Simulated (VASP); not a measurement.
CdSe:

```
Cd Se
1.0
     0.00000    3.07027    3.07027
     3.07027    0.00000    3.07027
     3.07027    3.07027    0.00000
Cd Se
1 1
Direct
  0.00000 0.00000 0.00000
  0.75000 0.75000 0.75000
```

| Property | Result |
| --- | --- |
| Program | VASP 6.6.1 |
| Task | relaxation of cell and atoms |
| Functional | PBEsol |
| Potentials or basis | VASP PAW PBE potentials, release 64 (Cd, Se) |
| Cutoff | 600 eV |
| k mesh | 6 × 6 × 6 |
| Occupations | gaussian, width 0.01 eV |
| Spin | no spin polarisation |

At the start: pressure -1.1 GPa; volume 28.94 Å³/atom.

Task: How do energy, volume and symmetry change on relaxing?

Result: Over 3 steps the energy falls by 2.4 meV/atom and the volume is 28.28 Å³/atom (-2.3 %); space group F-43m (No. 216, to 0.1 Å) before and after.

The path:
| step | energy change (eV) | largest force (eV/Å) | pressure (GPa) | volume (Å³) |
| --- | --- | --- | --- | --- |
| 1 | 0.0000 | 0.0000 | -1.14 | 57.88 |
| 2 | -0.0044 | 0.0000 | 0.37 | 56.17 |
| 3 | -0.0048 | 0.0000 | 0.00 | 56.56 |

Final structure:
```
Cd Se
1.0
     0.00000    3.04667    3.04667
     3.04667    0.00000    3.04667
     3.04667    3.04667    0.00000
Cd Se
1 1
Direct
  0.00000 0.00000 0.00000
  0.75000 0.75000 0.75000
```

Caveat: the PAW data sets were made with another functional, which shifts forces and pressure a little.
